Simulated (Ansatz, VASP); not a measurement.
One calculation of NbN, two programs

The input INCAR:

```
PREC     = Accurate       # precision mode
ENCUT    = 520            # plane-wave cutoff, eV
EDIFF    = 1E-8           # SCF threshold, eV
ISMEAR   = -1             # smearing method
SIGMA    = 0.08           # smearing width, eV
LREAL    = F              # projectors in reciprocal space
LASPH    = T              # aspherical terms in the spheres
NELM     = 120            # most SCF steps
ALGO     = Normal         # electronic algorithm
ISIF     = 2              # what is computed and relaxed
LWAVE    = F              # write WAVECAR
LCHARG   = F              # write CHGCAR
GGA      = PE             # functional
LEFG     = T            
NBANDS   = 16             # bands
GGA_COMPAT= F
```

The input KPOINTS:

```
Automatic mesh
0
Gamma
  13 13 13
```

POSCAR

```
NbN
1.0
    0.0000000000      2.1497017156      2.1497017156
    2.1497017156      0.0000000000      2.1497017156
    2.1497017156      2.1497017156      0.0000000000
Nb N
1 1
Direct
    0.5000000000      0.5000000000      0.5000000000
    0.0000000000      0.0000000000      0.0000000000
```

Input for Ansatz:

```yaml
crystal:
  lattice:
    - [0.0, 2.1497017156, 2.1497017156]
    - [2.1497017156, 0.0, 2.1497017156]
    - [2.1497017156, 2.1497017156, 0.0]
  atoms:
    - { symbol: Nb, position: [0.5, 0.5, 0.5] }
    - { symbol: "N", position: [0.0, 0.0, 0.0] }
kpoints:
  mp_grid: { grid: [13, 13, 13] }
scf:
  occupations: { method: fermi_dirac, width: 0.08 }
hamiltonian:
  xc: pbe
  pseudopotentials: { kind: all_electron, datasets: crystal }
output:
  forces: true
  stress: true
  eigenvalues: true
  efg: { contact_densities: true }
```

Change from the starting cell: volume scaled by 0.94, crystal datasets.

Alike in both runs: task electric field gradients; functional PBE; k mesh 13 × 13 × 13; occupations fermi-dirac, width 0.08 eV; no spin polarisation.

```csv
,VASP,Ansatz
version,VASP 6.6.1,Ansatz 0.2.0
potentials or method,"VASP PAW PBE potentials, release 64 (Nb_sv, N), cutoff 520 eV","all-electron PAW with datasets made for the crystal, scalar-relativistic"
```

Ansatz gave:

| Property | Result |
| --- | --- |
| pressure (GPa) | 30.9 |

Question: Estimate VASP's values.

Answer: Pressure (GPa): 30.3.

Both programs put the cell under a high pressure, so it lies far from rest at this level. Ansatz ran all-electron here, and VASP with PAW potentials.
